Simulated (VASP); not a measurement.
# Te (P3_121) in VASP: single point with r2SCAN

Aim: the single point of Te with r2SCAN.

All numbers are computed with VASP 6.6.1; they aren't measurements. Logs are shortened: lines on timing, memory, paths and dates and some standing lists are left out, and cuts for length are marked.

**1. The cell of the first run**

The structure is trigonal, space group P3_121 (No. 152). Conventional cell: a = 4.618 Å, b = 4.618 Å, c = 5.908 Å, α = 90.00°, β = 90.00°, γ = 120.00°. Within 3.7 Å of Te (site symmetry 2) lie 6 Te at 2.83 to 3.62 Å.

**2. Single point, r2SCAN**

File POSCAR:

```
Te
1.0
    4.6179840491      0.0000000000      0.0000000000
   -2.3089920246      3.9992915008      0.0000000000
    0.0000000000      0.0000000000      5.9075085075
Te
3
Direct
    0.2536478846      0.0000000000      0.3333333333
    0.0000000000      0.2536478846      0.6666666667
    0.7463521154      0.7463521154      0.0000000000
```

File INCAR.step1:

```
PREC = Accurate
ENCUT = 520
ISMEAR = -1
SIGMA = 0.05
LREAL = F
LASPH = T
NELM = 60
NBANDS = 16
GGA = PE
ALGO = Normal
EDIFF = 1E-4
LWAVE = T
LCHARG = F
```

File INCAR.step2:

```
PREC = Accurate
ENCUT = 520
EDIFF = 1E-7
ISMEAR = -1
SIGMA = 0.05
LREAL = F
LASPH = T
NELM = 60
ALGO = Normal
ISIF = 2
LWAVE = F
LCHARG = F
METAGGA = R2SCAN
LMIXTAU = T
NBANDS = 16
ISTART = 1
```

File KPOINTS:

```
Automatic mesh
0
Gamma
  9 9 6
```

Potentials or basis: VASP PAW PBE potentials, release 64 (Te).

Command:

```bash
cat potpaw_PBE.64/Te/POTCAR > POTCAR
cp INCAR.step1 INCAR
mpirun -np 1 vasp_std > vasp.out
cp INCAR.step2 INCAR
mpirun -np 1 vasp_std > vasp.out
```

OUTCAR:

```text
PREC = Accurate
   ENCUT = 520
   EDIFF = 1E-7
   ISMEAR = -1
   LREAL = F
   LASPH = T
   NELM = 60
   ISIF = 2
   METAGGA = R2SCAN
   ISTART = 1

 ion  position               nearest neighbor table
   1  0.254  0.000  0.333-   3 2.83   2 2.83   3 3.62   3 3.62   2 3.62   2 3.62
   2  0.000  0.254  0.667-   3 2.83   1 2.83   3 3.62   3 3.62   1 3.62   1 3.62
   3  0.746  0.746  0.000-   1 2.83   2 2.83   2 3.62   1 3.62   1 3.62   2 3.62

  LATTYP: Found a hexagonal cell.
 ALAT       =     4.6179840491
 C/A-ratio  =     1.2792396952

  Lattice vectors:

 A1 = (   4.6179840491,   0.0000000000,   0.0000000000)
 A2 = (  -2.3089920246,   3.9992915008,   0.0000000000)
 A3 = (   0.0000000000,   0.0000000000,   5.9075085075)

Analysis of symmetry for initial positions (statically):
=====================================================================
 Subroutine PRICEL returns:
 Original cell was already a primitive cell.

 Routine SETGRP: Setting up the symmetry group for a
 hexagonal supercell.

 Subroutine GETGRP returns: Found  6 space group operations
 (whereof  2 operations were pure point group operations)
 out of a pool of 24 trial point group operations.

The static configuration has the point symmetry C_2 .
 The point group associated with its full space group is D_3 .

Analysis of symmetry for dynamics (positions and initial velocities):
=====================================================================
 Subroutine PRICEL returns:
 Original cell was already a primitive cell.

 Routine SETGRP: Setting up the symmetry group for a
 hexagonal supercell.

 Subroutine GETGRP returns: Found  6 space group operations
 (whereof  2 operations were pure point group operations)
 out of a pool of 24 trial point group operations.

The dynamic configuration has the point symmetry C_2 .
 The point group associated with its full space group is D_3 .

 Subroutine INISYM returns: Found  6 space group operations
 (whereof  2 operations are pure point group operations),
 and found     1 'primitive' translations

----------------------------------------------------------------------------------------

                                     Primitive cell

  volume of cell :     109.1038

  direct lattice vectors                    reciprocal lattice vectors
     4.617984049  0.000000000  0.000000000     0.216544706  0.125022145  0.000000000
    -2.308992025  3.999291501  0.000000000     0.000000000  0.250044289  0.000000000
[... 88 lines left out ...]
   LREAL  =      F    real-space projection
   EDIFFG = 0.1E-05   stopping-criterion for IOM
   NSW    =      0    number of steps for IOM
   IBRION =     -1    ionic relax: 0-MD 1-quasi-New 2-CG
   NFREE  =      0    steps in history (QN), initial steepest desc. (CG)
   ISIF   =      2    stress and relaxation
   ISYM   =      2    0-nonsym 1-usesym 2-fastsym
   POTIM  = 0.5000    time-step for ionic-motion
   TEBEG  =    0.0;   TEEND  =   0.0 temperature during run
   PSTRESS=    0.0 pullay stress
   NELECT =      18.0000    total number of electrons
   NUPDOWN=      -1.0000    fix difference up-down
   EMIN   =  10.00;   EMAX   =-10.00  energy-range for DOS
   EFERMI =   0.00;   METHOD = LEGACY
   ISMEAR =    -1;   SIGMA  =   0.05  broadening in eV -4-tet -1-fermi 0-gaus
   EFERMI_NEDOS =   21; number of points for ismear=-14 and -15
   IALGO  =     38    algorithm
   IMIX   =      4    mixing-type and parameters
     AMIX     =   0.40;   BMIX     =  1.00
     AMIX_MAG =   1.60;   BMIX_MAG =  1.00
  volume/ion in A,a.u.               =      36.37       245.42
  Fermi-wavevector in a.u.,A,eV,Ry     =   0.897882  1.696750 10.968898  0.806191
  Thomas-Fermi vector in A             =   2.020521
   LORBIT       =      0    0 simple, 1 ext, 2 COOP (PROOUT), +10 PAW based schemes
   METAGGA = R2SCAN    functional components
   LHFCALC =     F    Hartree Fock is set to
   AEXX    =    0.0000 exact exchange contribution
   IVDW    =     0    specifies the selected vdW correction
   LEPSILON=     F    determine dielectric tensor
   LRPA    =     F    only Hartree local field effects (RPA)
 non-spin polarized calculation
  energy-cutoff  :      520.00
  volume of cell :      109.10
 maximum number of plane-waves:      2974
 NGX is ok and might be reduce to    36
   NGX = 17   NGY = 17   NGZ = 21

 number of electron      17.9999999 magnetization

 Free energy of the ion-electron system (eV)
  ---------------------------------------------------
  ext. energy  EPLUGINS =         0.00000000
  ---------------------------------------------------
  free energy    TOTEN  =       -76.24635411 eV

  energy without entropy =      -76.24630444  energy(sigma->0) =      -76.24632927

 E-fermi :   5.2023     XC(G=0):  -9.1385

 val. band max:        4.8867283395   @ k =   0.3333   0.3333   0.5000
 cond. band min:       5.4396328785   @ k =   0.3333   0.3333   0.5000
 fundamental gap:      0.5529045390
 Fermi energy:         5.2022860410

 k-point     1 :       0.0000    0.0000    0.0000
  band No.  band energies     occupation
      1      -8.9357      2.00000
      2      -5.5203      2.00000
      3      -5.5203      2.00000
      4       1.7319      2.00000
      5       1.9503      2.00000
      6       1.9503      2.00000
[... 433 lines left out ...]
      3      -4.9130      2.00000
      4       0.2856      2.00000
      5       0.6951      2.00000
      6       1.6903      2.00000
[... 8 lines left out ...]
     15      12.4237      0.00000
     16      12.8845      0.00000

 [... further k-points ...]

------------------------ aborting loop because EDIFF is reached ----------------------------------------

  FORCE on cell =-STRESS in cart. coord.  units (eV):
  Direction    XX          YY          ZZ          XY          YZ          ZX
  --------------------------------------------------------------------------------------
  -------------------------------------------------------------------------------------
  Total        0.0276531      0.0276531      0.0488460     -0.0000000      0.0000000      0.0000000
  in kB        0.4060828      0.4060828      0.7172977     -0.0000000      0.0000000      0.0000000
  external PRESSURE =       0.5098211 kB  Pullay stress =       0.0000000 kB

 VOLUME and BASIS-vectors are now :
 -----------------------------------------------------------------------------
  energy-cutoff  :      520.00
  volume of cell :      109.10
      direct lattice vectors                 reciprocal lattice vectors
     4.617984049  0.000000000  0.000000000     0.216544706  0.125022145  0.000000000
    -2.308992025  3.999291501  0.000000000     0.000000000  0.250044289  0.000000000
     0.000000000  0.000000000  5.907508508     0.000000000  0.000000000  0.169276100

 POSITION                                       TOTAL-FORCE (eV/Angst)
 -----------------------------------------------------------------------------------
      1.17134      0.00000      1.96917         0.029550      0.000000      0.000000
     -0.58567      1.01441      3.93834        -0.014775      0.025591     -0.000000
      1.72332      2.98488      0.00000        -0.014775     -0.025591     -0.000000
 -----------------------------------------------------------------------------------
    total drift:                               -0.000000     -0.000001      0.000000

  FREE ENERGIE OF THE ION-ELECTRON SYSTEM (eV)
  ---------------------------------------------------
  free  energy   TOTEN  =       -76.2463541125 eV

  energy  without entropy=      -76.2463044369  energy(sigma->0) =      -76.24632927
```

OUTCAR.step1:

```text
PREC = Accurate
   ENCUT = 520
   ISMEAR = -1
   LREAL = F
   LASPH = T
[... 683 lines left out ...]
      1.17134      0.00000      1.96917         0.272339     -0.000000     -0.000000
     -0.58567      1.01441      3.93834        -0.136170      0.235853      0.000000
      1.72332      2.98488      0.00000        -0.136170     -0.235853      0.000000
 -----------------------------------------------------------------------------------
    total drift:                                0.000000     -0.000000      0.000000

  FREE ENERGIE OF THE ION-ELECTRON SYSTEM (eV)
  ---------------------------------------------------
  free  energy   TOTEN  =        -9.4090356303 eV

  energy  without entropy=       -9.4088091711  energy(sigma->0) =       -9.40892240
```

Run time: 5.6 min. Hardware: 1 thread of Intel Xeon Platinum 8375C at 2.90GHz (Ice Lake), shared host; peak memory 0.3 GiB.

What came out:

| Item | Value |
| --- | --- |
| Free energy | -76.2464 eV |
| Pressure | 0.1 GPa |
| Largest force | 0.030 eV/Å |
| Band gap on the k mesh | 0.55 eV |

Forces in eV/Å, atoms in the order of the input:
```
Te   0.030  0.000  0.000
Te  -0.015  0.026  0.000
Te  -0.015 -0.026  0.000
```

Caveat: the PAW data sets were made with another functional, which shifts forces and pressure a little; spin-orbit coupling is left out, which moves the levels of the heavy elements; an odd mesh through Γ misses points on the zone boundary, where band edges can lie.
